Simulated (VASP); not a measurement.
A run of VASP 6.6.1 is set up as follows.

File INCAR:

```
SYSTEM = Tl2F
PREC     = Accurate       ! precision mode
ENCUT    = 600            ! plane-wave cutoff, eV
EDIFF    = 1E-7           ! SCF threshold, eV
ISMEAR   = 0              ! smearing method
SIGMA    = 0.1            ! smearing width, eV
LREAL    = .False.        ! projectors in reciprocal space
LASPH    = .True.         ! aspherical terms in the spheres
NELM     = 60             ! most SCF steps
ALGO     = Normal         ! electronic algorithm
ISIF     = 3              ! what is computed and relaxed
LWAVE    = .False.        ! write WAVECAR
LCHARG   = .False.        ! write CHGCAR
GGA      = PE             ! functional
IBRION   = 2              ! ionic algorithm
NSW      = 90             ! ionic steps
EDIFFG   = -0.04          ! ionic threshold
```

Contents of KPOINTS:

```
Automatic mesh
0
Gamma
  6 6 4
  0 0 0
```

The input POSCAR:

```
Tl2F
1.0
    4.9156667200      0.0000000000      0.0000000000
   -2.4578333600      4.2570922600      0.0000000000
    0.0000000000      0.0000000000      3.7995671400
Tl F
2 1
Direct
    0.3333333300      0.6666666700      0.5000000000
    0.6666666700      0.3333333300      0.5000000000
    0.0000000000      0.0000000000      0.5000000000
```

Potentials or basis: VASP PAW PBE potentials, release 64 (Tl_d, F).

Command:

```bash
$ cat potpaw_PBE.64/Tl_d/POTCAR potpaw_PBE.64/F/POTCAR > POTCAR
$ mpirun -np 1 vasp_std > vasp.out
```

(1) Estimate the relaxed cell.

(2) Estimate the relaxed volume.

(3) Estimate the band gap on the k mesh.

(4) What does it give for the space group after relaxing (to 0.1 Å)?

Answers

(1) a = 5.247 Å, b = 5.247 Å, c = 3.300 Å, α = 90.00°, β = 90.00°, γ = 120.00°.

(2) 26.23 Å³/atom.

(3) zero (an odd number of electrons rules out a gap without spin polarisation).

(4) P6/mmm (No. 191).

Caveat: the k points lie up to 0.48 Å⁻¹ apart in the final cell, too coarse for converged energies and pressures of a metal; spin-orbit coupling is left out, which moves the levels of the heavy elements.
